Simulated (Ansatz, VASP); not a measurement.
ZnS in VASP and in Ansatz

The input POSCAR:

```
ZnS
1.0
    3.8067217484      0.0000000000      0.0000000000
   -1.9033608742      3.2967177392      0.0000000000
    0.0000000000      0.0000000000      6.3081925034
Zn S
2 2
Direct
    0.3333333333      0.6666666667      0.0053880718
    0.6666666667      0.3333333333      0.5053880718
    0.3333333333      0.6666666667      0.3796119282
    0.6666666667      0.3333333333      0.8796119282
```

Contents of INCAR.step1:

```
SYSTEM = ZnS
PREC = Accurate
ENCUT = 520
ISMEAR = 0
SIGMA = 0.05
LREAL = .False.
LASPH = .True.
NELM = 80
NBANDS = 26
GGA = PE
ALGO = Normal
EDIFF = 1E-4
LWAVE = .True.
LCHARG = .False.
```

File INCAR.step2:

```
SYSTEM = ZnS
PREC = Accurate
ENCUT = 520
EDIFF = 1E-7
ISMEAR = 0
SIGMA = 0.05
LREAL = .False.
LASPH = .True.
NELM = 80
ALGO = Normal
ISIF = 2
LWAVE = .False.
LCHARG = .False.
METAGGA = R2SCAN
LMIXTAU = .True.
NBANDS = 26
ISTART = 1
```

File KPOINTS:

```
Automatic mesh
0
Gamma
  6 6 4
  0 0 0
```

Input for Ansatz:

```yaml
crystal:
  lattice:
    - [3.8067217484, 0.0, 0.0]
    - [-1.9033608742, 3.2967177392, 0.0]
    - [0.0, 0.0, 6.3081925034]
  atoms:
    - { symbol: Zn, position: [0.3333333333, 0.6666666667, 0.0053880718] }
    - { symbol: Zn, position: [0.6666666667, 0.3333333333, 0.5053880718] }
    - { symbol: S, position: [0.3333333333, 0.6666666667, 0.3796119282] }
    - { symbol: S, position: [0.6666666667, 0.3333333333, 0.8796119282] }
basis:
  ecutwfc: 500
kpoints:
  mp_grid: { grid: [6, 6, 4] }
hamiltonian:
  xc: r2scan
scf:
  occupations: { method: gaussian, width: 0.05 }
output:
  forces: true
  stress: true
  eigenvalues: true
```

Change from the starting cell: strain +0.0100 x Voigt [0, 0, 1, 0, 0, 0], atoms carried along.

Alike in both runs: task single point; functional r2SCAN; k mesh 6 × 6 × 4; occupations gaussian, width 0.05 eV; no spin polarisation.

|  | VASP | Ansatz |
| --- | --- | --- |
| version | VASP 6.6.1 | Ansatz 0.2.0 |
| potentials or method | VASP PAW PBE potentials, release 64 (Zn, S), cutoff 520 eV | scalar-relativistic, plane waves, PAW |
| valence electrons in the cell | 36 | 36 |

|  | VASP | Ansatz | Ansatz less VASP |
| --- | --- | --- | --- |
| gap on the k mesh at the Fermi level (eV) | 2.71 | 2.70 | -0.009 |
| least direct gap on the mesh (eV) | 2.71 | 2.70 | -0.009 |
| pressure (GPa) | -0.7 | -0.8 | -0.05 |
| traceless stress, the component that is largest in VASP (GPa) | -0.98 | -0.95 | +0.024 |
| rms of the force components (eV/Å) | 0.038 | 0.032 | -0.0058 |

VASP's potentials were made for PBE, not for r2SCAN. Atom by atom the forces differ by 0.006 eV/Å (rms over components).
